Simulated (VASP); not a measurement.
# HfO2 (Fm-3m) in VASP: a series of runs

The runs below take HfO2 through single point, with RPBE, BLYP+D4.

Program: VASP 6.6.1. These are calculated values, not measurements. Logs are shortened: lines on timing, memory, paths and dates and some standing lists are left out, and cuts for length are marked.

### 1 The cell of the first run

Symmetry: Fm-3m, No. 225, cubic system. Conventional cell: a = 5.011 Å, b = 5.011 Å, c = 5.011 Å, α = 90.00°, β = 90.00°, γ = 90.00°. Within 2.9 Å of Hf (site symmetry m-3m) lie 8 O at 2.17 Å. Within 2.9 Å of O (site symmetry -43m) lie 4 Hf at 2.17 Å and 6 O at 2.51 Å.

### 2 Single point, RPBE

Input file INCAR:

```
PREC = Accurate
ENCUT = 520
EDIFF = 1E-6
ISMEAR = -1
SIGMA = 0.05
LREAL = F
LASPH = T
NELM = 60
ALGO = Normal
ISIF = 2
LWAVE = F
LCHARG = T
GGA = RP
LELF = T
LVHAR = T
NBANDS = 18
```

Input file KPOINTS:

```
Automatic mesh
0
Gamma
  9 9 9
```

Input file POSCAR:

```
HfO2
1.0
    0.0000000000      2.5052914730      2.5052914730
    2.5052914730      0.0000000000      2.5052914730
    2.5052914730      2.5052914730      0.0000000000
Hf O
1 2
Direct
    0.0000000000      0.0000000000      0.0000000000
    0.7500000000      0.7500000000      0.7500000000
    0.2500000000      0.2500000000      0.2500000000
```

Potentials or basis: VASP PAW PBE potentials, release 64 (Hf_pv, O).

Run with:

```console
cat potpaw_PBE.64/Hf_pv/POTCAR potpaw_PBE.64/O/POTCAR > POTCAR
mpirun -np 1 vasp_std > vasp.out
```

OUTCAR:

```text
PREC = Accurate
   ENCUT = 520
   EDIFF = 1E-6
   ISMEAR = -1
   LREAL = F
   LASPH = T
   NELM = 60
   ISIF = 2
   GGA = RP

 ion  position               nearest neighbor table
   1  0.000  0.000  0.000-   2 2.17   3 2.17   2 2.17   2 2.17   2 2.17   3 2.17   3 2.17   3 2.17

   2  0.750  0.750  0.750-   1 2.17   1 2.17   1 2.17   1 2.17
   3  0.250  0.250  0.250-   1 2.17   1 2.17   1 2.17   1 2.17

  LATTYP: Found a face centered cubic cell.
 ALAT       =     5.0105829460

  Lattice vectors:

 A1 = (   0.0000000000,   2.5052914730,   2.5052914730)
 A2 = (   2.5052914730,   0.0000000000,   2.5052914730)
 A3 = (   2.5052914730,   2.5052914730,   0.0000000000)

Analysis of symmetry for initial positions (statically):
=====================================================================
 Subroutine PRICEL returns:
 Original cell was already a primitive cell.

 Routine SETGRP: Setting up the symmetry group for a
 face centered cubic supercell.

 Subroutine GETGRP returns: Found 48 space group operations
[... 9 lines left out ...]

 Routine SETGRP: Setting up the symmetry group for a
 face centered cubic supercell.

 Subroutine GETGRP returns: Found 48 space group operations
[... 11 lines left out ...]
                                     Primitive cell

  volume of cell :      31.4489

  direct lattice vectors                    reciprocal lattice vectors
     0.000000000  2.505291473  2.505291473    -0.199577576  0.199577576  0.199577576
     2.505291473  0.000000000  2.505291473     0.199577576 -0.199577576  0.199577576
     2.505291473  2.505291473  0.000000000     0.199577576  0.199577576 -0.199577576

  length of vectors
     3.543017179  3.543017179  3.543017179     0.345678502  0.345678502  0.345678502

  position of ions in fractional coordinates (direct lattice)
     0.000000000  0.000000000  0.000000000
     0.750000000  0.750000000  0.750000000
     0.250000000  0.250000000  0.250000000

  ion indices of the primitive-cell ions
   primitive index   ion index
                 1           1
                 2           2
                 3           3

----------------------------------------------------------------------------------------

 KPOINTS: Automatic mesh

Automatic generation of k-mesh.
 Grid dimensions read from file:
 generate k-points for:    9    9    9

 Generating k-lattice:

  Cartesian coordinates                     Fractional coordinates (reciprocal lattice)
    -0.022175286  0.022175286  0.022175286     0.111111111  0.000000000  0.000000000
     0.022175286 -0.022175286  0.022175286     0.000000000  0.111111111  0.000000000
     0.022175286  0.022175286 -0.022175286     0.000000000  0.000000000  0.111111111

  Length of vectors
     0.038408722  0.038408722  0.038408722

  Shift w.r.t. Gamma in fractional coordinates (k-lattice)
     0.000000000  0.000000000  0.000000000

 Subroutine IBZKPT returns following result:
 ===========================================

 Found     35 irreducible k-points:

 Following reciprocal coordinates:
            Coordinates               Weight
  0.000000  0.000000  0.000000      1.000000
  0.111111  0.000000  0.000000      8.000000
  0.222222  0.000000  0.000000      8.000000
  0.333333  0.000000  0.000000      8.000000
  0.444444  0.000000  0.000000      8.000000
  0.111111  0.111111  0.000000      6.000000
[... 16 lines left out ...]
 -0.333333  0.333333  0.000000     12.000000
  0.444444  0.444444  0.000000      6.000000
 [... further k-points ...]
   k-points           NKPTS =     35   k-points in BZ     NKDIM =     35   number of bands    NBANDS=     18
   number of dos      NEDOS =    301   number of ions     NIONS =      3
   total plane-waves  NPLWV =  21952
   dimension x,y,z NGX =    28 NGY =   28 NGZ =   28
   dimension x,y,z NGXF=    56 NGYF=   56 NGZF=   56
   ions per type =               1   2
   NGX,Y,Z   is equivalent  to a cutoff of  13.14, 13.14, 13.14 a.u.
   NGXF,Y,Z  is equivalent  to a cutoff of  26.28, 26.28, 26.28 a.u.
 SYSTEM =  unknown system
   PREC   = accura    normal or accurate (medium, high low for compatibility)
   ISTART =      0    job   : 0-new  1-cont  2-samecut
   ICHARG =      2    charge: 1-file 2-atom 10-const
   ISPIN  =      1    spin polarized calculation?
   LNONCOLLINEAR =      F non collinear calculations
   LSORBIT =      F    spin-orbit coupling
   LASPH  =      T    aspherical Exc in radial PAW
   ENCUT  =  520.0 eV  38.22 Ry    6.18 a.u.   6.59  6.59  6.59*2*pi/ulx,y,z
   NELM   =     60;   NELMIN=  2; NELMDL= -5     # of ELM steps
   EDIFF  = 0.1E-05   stopping-criterion for ELM
   LREAL  =      F    real-space projection
   EDIFFG = 0.1E-04   stopping-criterion for IOM
   NSW    =      0    number of steps for IOM
   IBRION =     -1    ionic relax: 0-MD 1-quasi-New 2-CG
   NFREE  =      0    steps in history (QN), initial steepest desc. (CG)
   ISIF   =      2    stress and relaxation
   ISYM   =      2    0-nonsym 1-usesym 2-fastsym
   POTIM  = 0.5000    time-step for ionic-motion
   TEBEG  =    0.0;   TEEND  =   0.0 temperature during run
   PSTRESS=    0.0 pullay stress
   NELECT =      22.0000    total number of electrons
   NUPDOWN=      -1.0000    fix difference up-down
   EMIN   =  10.00;   EMAX   =-10.00  energy-range for DOS
   EFERMI =   0.00;   METHOD = LEGACY
   ISMEAR =    -1;   SIGMA  =   0.05  broadening in eV -4-tet -1-fermi 0-gaus
   EFERMI_NEDOS =   21; number of points for ismear=-14 and -15
   IALGO  =     38    algorithm
   IMIX   =      4    mixing-type and parameters
     AMIX     =   0.40;   BMIX     =  1.00
     AMIX_MAG =   1.60;   BMIX_MAG =  1.00
  volume/ion in A,a.u.               =      10.48        70.74
  Fermi-wavevector in a.u.,A,eV,Ry     =   1.453274  2.746289 28.735572  2.112005
  Thomas-Fermi vector in A             =   2.570559
   LORBIT       =      0    0 simple, 1 ext, 2 COOP (PROOUT), +10 PAW based schemes
   GGA     = RP    functional components
   LHFCALC =     F    Hartree Fock is set to
   AEXX    =    0.0000 exact exchange contribution
   IVDW    =     0    specifies the selected vdW correction
   LEPSILON=     F    determine dielectric tensor
   LRPA    =     F    only Hartree local field effects (RPA)
 non-spin polarized calculation
  energy-cutoff  :      520.00
  volume of cell :       31.45
 maximum number of plane-waves:       869
   NGX = 13   NGY = 13   NGZ = 13

 number of electron      21.9999998 magnetization

 Free energy of the ion-electron system (eV)
  ---------------------------------------------------
  ext. energy  EPLUGINS =         0.00000000
  ---------------------------------------------------
  free energy    TOTEN  =       -28.81917706 eV

  energy without entropy =      -28.81917706  energy(sigma->0) =      -28.81917706

 E-fermi :   5.8184     XC(G=0): -11.8359

 val. band max:        4.6736485656   @ k =  -0.4444   0.4444   0.0000
 cond. band min:       8.7682214100   @ k =   0.0000   0.0000   0.0000
 fundamental gap:      4.0945728444
 Fermi energy:         5.8184020366

 k-point     1 :       0.0000    0.0000    0.0000
  band No.  band energies     occupation
      1     -24.8517      2.00000
      2     -24.8517      2.00000
      3     -24.8517      2.00000
      4     -14.3006      2.00000
      5     -11.1309      2.00000
      6      -0.8210      2.00000
[... 10 lines left out ...]
     17      15.6182      0.00000
     18      18.4911      0.00000

 k-point     2 :       0.1111    0.0000    0.0000
  band No.  band energies     occupation
      1     -24.9156      2.00000
      2     -24.8585      2.00000
      3     -24.8585      2.00000
      4     -14.1207      2.00000
      5     -11.2776      2.00000
      6      -0.6957      2.00000
[... 10 lines left out ...]
     17      15.3867      0.00000
     18      18.4845      0.00000

 k-point     3 :       0.2222    0.0000    0.0000
  band No.  band energies     occupation
      1     -25.0711      2.00000
      2     -24.8756      2.00000
      3     -24.8756      2.00000
      4     -13.6751      2.00000
      5     -11.5934      2.00000
      6      -0.3721      2.00000
[... 10 lines left out ...]
     17      14.9286      0.00000
     18      18.1474      0.00000

 k-point     4 :       0.3333    0.0000    0.0000
  band No.  band energies     occupation
      1     -25.2384      2.00000
      2     -24.8949      2.00000
      3     -24.8949      2.00000
      4     -13.2302      2.00000
      5     -11.8192      2.00000
      6      -0.0024      2.00000
[... 10 lines left out ...]
     17      14.7448      0.00000
     18      17.4922      0.00000

 k-point     5 :       0.4444    0.0000    0.0000
  band No.  band energies     occupation
      1     -25.3427      2.00000
      2     -24.9074      2.00000
      3     -24.9074      2.00000
      4     -13.0459      2.00000
      5     -11.8195      2.00000
      6       0.2261      2.00000
[... 10 lines left out ...]
     17      14.5207      0.00000
     18      17.8415      0.00000

 k-point     6 :       0.1111    0.1111    0.0000
  band No.  band energies     occupation
      1     -24.9213      2.00000
      2     -24.8685      2.00000
      3     -24.8685      2.00000
      4     -14.0579      2.00000
      5     -11.3272      2.00000
      6      -0.6769      2.00000
[... 307 lines left out ...]
 k-point    21 :       0.4444    0.3333    0.0000
  band No.  band energies     occupation
      1     -25.3180      2.00000
      2     -25.0014      2.00000
      3     -24.9724      2.00000
      4     -12.3739      2.00000
      5     -12.2664      2.00000
      6      -1.2428      2.00000
[... 10 lines left out ...]
     17      16.2686      0.00000
     18      18.4797      0.00000

 k-point    22 :      -0.4444    0.3333    0.0000
  band No.  band energies     occupation
      1     -25.3006      2.00000
      2     -25.0846      2.00000
      3     -24.9684      2.00000
      4     -12.4185      2.00000
      5     -12.1005      2.00000
      6      -1.2490      2.00000
[... 10 lines left out ...]
     17      17.4321      0.00000
     18      18.4736      0.00000

 k-point    23 :      -0.3333    0.3333    0.0000
  band No.  band energies     occupation
      1     -25.2113      2.00000
      2     -25.1766      2.00000
      3     -24.9483      2.00000
      4     -12.4362      2.00000
      5     -12.1198      2.00000
      6      -0.8216      2.00000
[... 10 lines left out ...]
     17      17.1554      0.00000
     18      18.4623      0.00000

 k-point    24 :       0.4444    0.4444    0.0000
  band No.  band energies     occupation
      1     -25.3728      2.00000
      2     -24.9895      2.00000
      3     -24.9895      2.00000
      4     -12.4661      2.00000
      5     -12.0512      2.00000
      6      -1.7787      2.00000
[... 10 lines left out ...]
     17      17.3063      0.00000
     18      18.4827      0.00000

 [... further k-points ...]
[... 5 lines left out ...]
  --------------------------------------------------------------------------------------
  -------------------------------------------------------------------------------------
  Total        3.0078244      3.0078244      3.0078244     -0.0000000      0.0000000      0.0000000
  in kB      153.2351077    153.2351077    153.2351077     -0.0000000      0.0000000      0.0000000
  external PRESSURE =     153.2351077 kB  Pullay stress =       0.0000000 kB

 VOLUME and BASIS-vectors are now :
 -----------------------------------------------------------------------------
  energy-cutoff  :      520.00
  volume of cell :       31.45
      direct lattice vectors                 reciprocal lattice vectors
     0.000000000  2.505291473  2.505291473    -0.199577576  0.199577576  0.199577576
     2.505291473  0.000000000  2.505291473     0.199577576 -0.199577576  0.199577576
     2.505291473  2.505291473  0.000000000     0.199577576  0.199577576 -0.199577576

 POSITION                                       TOTAL-FORCE (eV/Angst)
 -----------------------------------------------------------------------------------
      0.00000      0.00000      0.00000        -0.000000      0.000000     -0.000000
      3.75794      3.75794      3.75794        -0.000000     -0.000000     -0.000000
      1.25265      1.25265      1.25265         0.000000      0.000000      0.000000
 -----------------------------------------------------------------------------------
    total drift:                                0.000000      0.000000      0.000000

  FREE ENERGIE OF THE ION-ELECTRON SYSTEM (eV)
  ---------------------------------------------------
  free  energy   TOTEN  =       -28.8191770608 eV

  energy  without entropy=      -28.8191770608  energy(sigma->0) =      -28.81917706
```

Run time: 13 s. Hardware: 1 thread of Intel Xeon 6975P-C, shared host; peak memory 0.16 GiB.

What came out:

| Property | Result |
| --- | --- |
| Free energy | -28.8192 eV |
| Pressure | 15.3 GPa |
| Band gap on the k mesh | 4.09 eV, indirect (least direct gap 4.24 eV) |

Caveat: the PAW data sets were made with another functional, which shifts forces and pressure a little; spin-orbit coupling is left out, which moves the levels of the heavy elements.

### 3 Single point, RPBE

This run uses another cell than the first one, of 10.71 Å³/atom, 1.021 times its volume.

Input file INCAR:

```
ALGO     = Normal         # electronic algorithm
EDIFF    = 1E-7           # SCF threshold, eV
ENCUT    = 520            # plane-wave cutoff, eV
GGA      = RP             # functional
ISIF     = 2              # what is computed and relaxed
ISMEAR   = -1             # smearing method
LASPH    = True           # aspherical terms in the spheres
LCHARG   = False          # write CHGCAR
LREAL    = False          # projectors in reciprocal space
LWAVE    = False          # write WAVECAR
NBANDS   = 18             # bands
NELM     = 60             # most SCF steps
PREC     = Accurate       # precision mode
SIGMA    = 0.05           # smearing width, eV
```

Input file KPOINTS:

```
k-points
0
Gamma
  9 9 9
```

Input file POSCAR:

```
HfO2
1.0
    0.0000000000      2.5229349520      2.5229349520
    2.5229349520      0.0000000000      2.5229349520
    2.5229349520      2.5229349520      0.0000000000
Hf O
1 2
Direct
    0.0000000000      0.0000000000      0.0000000000
    0.7500000000      0.7500000000      0.7500000000
    0.2500000000      0.2500000000      0.2500000000
```

Potentials or basis: VASP PAW PBE potentials, release 64 (Hf_pv, O).

Run with:

```console
cat potpaw_PBE.64/Hf_pv/POTCAR potpaw_PBE.64/O/POTCAR > POTCAR
mpirun -np 1 vasp_std > vasp.out
```

It took 16 s on 1 thread of Intel Xeon 6975P-C, shared host; peak memory 0.17 GiB.

The run converged. Its results:

```
Free energy            : -28.8714 eV
Pressure               : 9.3 GPa
Band gap on the k mesh : 4.04 eV, indirect (least direct gap 4.18 eV)
```

Levels at points of the mesh, in eV from the valence-band top:
```
           k point  band 7  band 8  band 9  band 10  band 11  band 12  band 13  band 14  band 15  band 16
(0.00, 0.00, 0.00)   -5.36   -5.36   -0.56    -0.56    -0.56     4.04     4.04     6.16    10.67    10.67
```

Caveat: the PAW data sets were made with another functional, which shifts forces and pressure a little; spin-orbit coupling is left out, which moves the levels of the heavy elements. A k mesh can miss the band edges.

### 4 Single point, BLYP+D4

Input file INCAR:

```
  PREC = Accurate
  ENCUT = 520
  EDIFF = 1E-7
  ISMEAR = -1
  SIGMA = 0.05
  LREAL = F
  LASPH = T
  NELM = 100
  ALGO = Normal
  ISIF = 2
  LWAVE = F
  LCHARG = F
  GGA = B5
  ALDAX = 1.0
  AGGAX = 1.0
  AGGAC = 1.0
  ALDAC = 0.0
  IVDW = 13
  VDW_S6 = 1.0
  VDW_S8 = 2.34076671
  VDW_A1 = 0.44488865
  VDW_A2 = 4.0933009
  NBANDS = 18
```

Input file KPOINTS:

```
Automatic mesh
0
Gamma
  9 9 9
```

Input file POSCAR:

```
HfO2
1.0
    0.0000000000      2.5052914730      2.5052914730
    2.5052914730      0.0000000000      2.5052914730
    2.5052914730      2.5052914730      0.0000000000
Hf O
1 2
Direct
    0.0000000000      0.0000000000      0.0000000000
    0.7500000000      0.7500000000      0.7500000000
    0.2500000000      0.2500000000      0.2500000000
```

Run with:

```console
cat potpaw_PBE.64/Hf_pv/POTCAR potpaw_PBE.64/O/POTCAR > POTCAR
mpirun -np 1 vasp_std > vasp.out
```

Run time: 22 s. Hardware: 1 thread of Intel Xeon 6975P-C, shared host; peak memory 0.17 GiB.

Results (log left out):

- Free energy: -29.9323 eV
- Pressure: 11.1 GPa
- Band gap on the k mesh: 4.05 eV, indirect (least direct gap 4.22 eV)
- Dispersion energy per atom: -0.380 eV

Levels at points of the mesh, in eV from the valence-band top:
```
           k point  band 8  band 9  band 10  band 11  band 12  band 13  band 14  band 15
(0.00, 0.00, 0.00)   -5.44   -0.56    -0.56    -0.56     4.05     4.05     6.51    10.89
```

Caveat: the PAW data sets were made with another functional, which shifts forces and pressure a little; spin-orbit coupling is left out, which moves the levels of the heavy elements.

### 5 Single point, BLYP+D4

This run uses another cell than the first one, of 10.71 Å³/atom, 1.021 times its volume.

Input file INCAR:

```
AGGAC = 1.0 ; AGGAX = 1.0
ALDAC = 0.0 ; ALDAX = 1.0
ALGO = Normal ; EDIFF = 1E-6
ENCUT = 520 ; GGA = B5
ISIF = 2 ; ISMEAR = -1
IVDW = 13 ; LASPH = T
LCHARG = T ; LELF = T
LREAL = F ; LVHAR = T
LWAVE = F ; NBANDS = 18
NELM = 60 ; PREC = Accurate
SIGMA = 0.05 ; VDW_A1 = 0.44488865
VDW_A2 = 4.0933009 ; VDW_S6 = 1.0
VDW_S8 = 2.34076671
```

Input file KPOINTS:

```
k-points
0
Gamma
  9 9 9
```

Input file POSCAR:

```
HfO2
1.0
    0.0000000000      2.5229349520      2.5229349520
    2.5229349520      0.0000000000      2.5229349520
    2.5229349520      2.5229349520      0.0000000000
Hf O
1 2
Direct
    0.0000000000      0.0000000000      0.0000000000
    0.7500000000      0.7500000000      0.7500000000
    0.2500000000      0.2500000000      0.2500000000
```

Run with:

```console
cat potpaw_PBE.64/Hf_pv/POTCAR potpaw_PBE.64/O/POTCAR > POTCAR
mpirun -np 1 vasp_std > vasp.out
```

Wall time 23 s (1 thread of Intel Xeon 6975P-C, shared host); peak memory 0.17 GiB.

Results (log left out):

```
Free energy                : -29.9671 eV
Pressure                   : 5.2 GPa
Band gap on the k mesh     : 4.00 eV, indirect (least direct gap 4.15 eV)
Dispersion energy per atom : -0.370 eV
```

Levels at points of the mesh, in eV from the valence-band top:
| k point | band 7 | band 8 | band 9 | band 10 | band 11 | band 12 | band 13 | band 14 | band 15 | band 16 |
| --- | --- | --- | --- | --- | --- | --- | --- | --- | --- | --- |
| (0.00, 0.00, 0.00) | -5.31 | -5.31 | -0.55 | -0.55 | -0.55 | 4.00 | 4.00 | 6.33 | 10.61 | 10.61 |

Caveat: the PAW data sets were made with another functional, which shifts forces and pressure a little; spin-orbit coupling is left out, which moves the levels of the heavy elements.

(Part 1 of 2 ends here.)
